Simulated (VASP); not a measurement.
# BN (P6_3mc) in VASP: single point with PBE

Aim: the single point of BN with PBE.

Everything below comes from runs of VASP 6.6.1. Logs are shortened: lines on timing, memory, paths and dates and some standing lists are left out, and cuts for length are marked.

## (1) The cell of the first run

The structure is hexagonal, space group P6_3mc (No. 186). The conventional cell has a = 2.536 Å, b = 2.536 Å, c = 4.199 Å, α = 90.00°, β = 90.00°, γ = 120.00°. B (site symmetry 3m) has 4 N at 1.56 to 1.57 Å within 2.1 Å. Within 2.1 Å of N (site symmetry 3m) lie 4 B at 1.56 to 1.57 Å.

## (2) Single point, PBE

INCAR reads:

```
SYSTEM = BN
ALGO     = Normal         ! electronic algorithm
EDIFF    = 1E-7           ! SCF threshold, eV
ENCUT    = 520            ! plane-wave cutoff, eV
GGA      = PE             ! functional
ISIF     = 2              ! what is computed and relaxed
ISMEAR   = 0              ! smearing method
LASPH    = .True.         ! aspherical terms in the spheres
LCHARG   = .False.        ! write CHGCAR
LREAL    = .False.        ! projectors in reciprocal space
LWAVE    = .False.        ! write WAVECAR
NBANDS   = 16             ! bands
NELM     = 100            ! most SCF steps
PREC     = Accurate       ! precision mode
SIGMA    = 0.01           ! smearing width, eV
```

KPOINTS reads:

```
k-points
0
Gamma
  12 12 6
  0 0 0
```

POSCAR reads:

```
BN
1.0
    2.5360000000      0.0000000000      0.0000000000
   -1.2680000000      2.1962404200      0.0000000000
    0.0000000000      0.0000000000      4.1990000000
B N
2 2
Direct
    0.6666666667      0.3333333333      0.0000000000
    0.3333333333      0.6666666667      0.5000000000
    0.6666666667      0.3333333333      0.3750000000
    0.3333333333      0.6666666667      0.8750000000
```

Potentials or basis: VASP PAW PBE potentials, release 64 (B, N).

On the command line:

```sh
> cat potpaw_PBE.64/B/POTCAR potpaw_PBE.64/N/POTCAR > POTCAR
> mpirun -np 1 vasp_std > vasp.out
```

OUTCAR:

```text
SYSTEM = BN
   EDIFF = 1E-7
   ENCUT = 520
   GGA = PE
   ISIF = 2
   ISMEAR = 0
   LASPH = .True.
   LREAL = .False.
   NELM = 100
   PREC = Accurate

 ion  position               nearest neighbor table
   1  0.667  0.333  0.000-   4 1.56   4 1.56   4 1.56   3 1.57
   2  0.333  0.667  0.500-   3 1.56   3 1.56   3 1.56   4 1.57
   3  0.667  0.333  0.375-   2 1.56   2 1.56   2 1.56   1 1.57
   4  0.333  0.667  0.875-   1 1.56   1 1.56   1 1.56   2 1.57

  LATTYP: Found a hexagonal cell.
 ALAT       =     2.5360000000
 C/A-ratio  =     1.6557570978

  Lattice vectors:

 A1 = (   2.5360000000,   0.0000000000,   0.0000000000)
 A2 = (  -1.2680000000,   2.1962404200,   0.0000000000)
 A3 = (   0.0000000000,   0.0000000000,   4.1990000000)

Analysis of symmetry for initial positions (statically):
=====================================================================
 Subroutine PRICEL returns:
 Original cell was already a primitive cell.

 Routine SETGRP: Setting up the symmetry group for a
 hexagonal supercell.

 Subroutine GETGRP returns: Found 12 space group operations
 (whereof  6 operations were pure point group operations)
 out of a pool of 24 trial point group operations.

The static configuration has the point symmetry C_3v.
 The point group associated with its full space group is C_6v.

Analysis of symmetry for dynamics (positions and initial velocities):
=====================================================================
 Subroutine PRICEL returns:
 Original cell was already a primitive cell.

 Routine SETGRP: Setting up the symmetry group for a
 hexagonal supercell.

 Subroutine GETGRP returns: Found 12 space group operations
 (whereof  6 operations were pure point group operations)
 out of a pool of 24 trial point group operations.

The dynamic configuration has the point symmetry C_3v.
 The point group associated with its full space group is C_6v.

 Subroutine INISYM returns: Found 12 space group operations
 (whereof  6 operations are pure point group operations),
 and found     1 'primitive' translations

----------------------------------------------------------------------------------------

                                     Primitive cell

  volume of cell :      23.3870

  direct lattice vectors                    reciprocal lattice vectors
     2.536000000  0.000000000  0.000000000     0.394321767  0.227661778  0.000000000
[... 88 lines left out ...]
   ENCUT  =  520.0 eV  38.22 Ry    6.18 a.u.   4.72  4.72  7.81*2*pi/ulx,y,z
   NELM   =    100;   NELMIN=  2; NELMDL= -5     # of ELM steps
   EDIFF  = 0.1E-06   stopping-criterion for ELM
   LREAL  =      F    real-space projection
   EDIFFG = 0.1E-05   stopping-criterion for IOM
   NSW    =      0    number of steps for IOM
   IBRION =     -1    ionic relax: 0-MD 1-quasi-New 2-CG
   NFREE  =      0    steps in history (QN), initial steepest desc. (CG)
   ISIF   =      2    stress and relaxation
   ISYM   =      2    0-nonsym 1-usesym 2-fastsym
   POTIM  = 0.5000    time-step for ionic-motion
   TEBEG  =    0.0;   TEEND  =   0.0 temperature during run
   PSTRESS=    0.0 pullay stress
   NELECT =      16.0000    total number of electrons
   NUPDOWN=      -1.0000    fix difference up-down
   EMIN   =  10.00;   EMAX   =-10.00  energy-range for DOS
   EFERMI =   0.00;   METHOD = LEGACY
   ISMEAR =     0;   SIGMA  =   0.01  broadening in eV -4-tet -1-fermi 0-gaus
   EFERMI_NEDOS =   21; number of points for ismear=-14 and -15
   IALGO  =     38    algorithm
   IMIX   =      4    mixing-type and parameters
     AMIX     =   0.40;   BMIX     =  1.00
     AMIX_MAG =   1.60;   BMIX_MAG =  1.00
  volume/ion in A,a.u.               =       5.85        39.46
  Fermi-wavevector in a.u.,A,eV,Ry     =   1.442524  2.725976 28.312044  2.080877
  Thomas-Fermi vector in A             =   2.561035
   LORBIT       =      0    0 simple, 1 ext, 2 COOP (PROOUT), +10 PAW based schemes
   GGA     = PE    functional components
   LHFCALC =     F    Hartree Fock is set to
   AEXX    =    0.0000 exact exchange contribution
   IVDW    =     0    specifies the selected vdW correction
   LEPSILON=     F    determine dielectric tensor
   LRPA    =     F    only Hartree local field effects (RPA)
 non-spin polarized calculation
 Gauss-broadening in eV      SIGMA  =   0.01
  energy-cutoff  :      520.00
  volume of cell :       23.39
 maximum number of plane-waves:       652
 NGX is ok and might be reduce to    20
   NGX =  9   NGY =  9   NGZ = 15

 number of electron      15.9999999 magnetization

 Free energy of the ion-electron system (eV)
  ---------------------------------------------------
  ext. energy  EPLUGINS =         0.00000000
  ---------------------------------------------------
  free energy    TOTEN  =       -34.81903699 eV

  energy without entropy =      -34.81903699  energy(sigma->0) =      -34.81903699

 E-fermi :   7.8378     XC(G=0): -12.8632

 val. band max:        7.6800964095   @ k =   0.0000   0.0000   0.0000
 cond. band min:      12.8802688812   @ k =   0.3333   0.3333   0.0000
 fundamental gap:      5.2001724717
 Fermi energy:         7.8378279059

 k-point     1 :       0.0000    0.0000    0.0000
  band No.  band energies     occupation
      1     -12.8380      2.00000
      2      -8.6439      2.00000
      3      -3.3269      2.00000
      4       5.5461      2.00000
      5       5.5461      2.00000
      6       7.4317      2.00000
[... 433 lines left out ...]
      3      -1.1990      2.00000
      4       0.2558      2.00000
      5       1.6669      2.00000
      6       3.3485      2.00000
[... 8 lines left out ...]
     15      23.8546      0.00000
     16      24.1353      0.00000

 [... further k-points ...]
[... 5 lines left out ...]
  --------------------------------------------------------------------------------------
  -------------------------------------------------------------------------------------
  Total        1.2677483      1.2677483      1.0897685      0.0000000      0.0000000      0.0000000
  in kB       86.8497571     86.8497567     74.6568787      0.0000000      0.0000000      0.0000000
  external PRESSURE =      82.7854642 kB  Pullay stress =       0.0000000 kB

 VOLUME and BASIS-vectors are now :
 -----------------------------------------------------------------------------
  energy-cutoff  :      520.00
  volume of cell :       23.39
      direct lattice vectors                 reciprocal lattice vectors
     2.536000000  0.000000000  0.000000000     0.394321767  0.227661778  0.000000000
    -1.268000000  2.196240420  0.000000000     0.000000000  0.455323557  0.000000000
     0.000000000  0.000000000  4.199000000     0.000000000  0.000000000  0.238151941

 POSITION                                       TOTAL-FORCE (eV/Angst)
 -----------------------------------------------------------------------------------
      1.26800      0.73208      0.00000        -0.000000     -0.000000      0.057896
     -0.00000      1.46416      2.09950         0.000000     -0.000000      0.057896
      1.26800      0.73208      1.57462         0.000000     -0.000000     -0.057896
     -0.00000      1.46416      3.67413        -0.000000      0.000000     -0.057896
 -----------------------------------------------------------------------------------
    total drift:                               -0.000000     -0.000000     -0.000192

  FREE ENERGIE OF THE ION-ELECTRON SYSTEM (eV)
  ---------------------------------------------------
  free  energy   TOTEN  =       -34.8190369929 eV

  energy  without entropy=      -34.8190369929  energy(sigma->0) =      -34.81903699
```

It took 31 s on 1 thread of Intel Xeon Platinum 8375C at 2.90GHz (Ice Lake), shared host; peak memory 0.14 GiB.

What came out:

* Free energy: -34.8190 eV
* Pressure: 8.3 GPa
* Largest force: 0.058 eV/Å
* Band gap on the k mesh: 5.20 eV, indirect (least direct gap 8.35 eV)

Forces on the atoms (eV/Å):
```
B    0.000  0.000  0.058
B    0.000  0.000  0.058
N    0.000  0.000 -0.058
N    0.000  0.000 -0.058
```
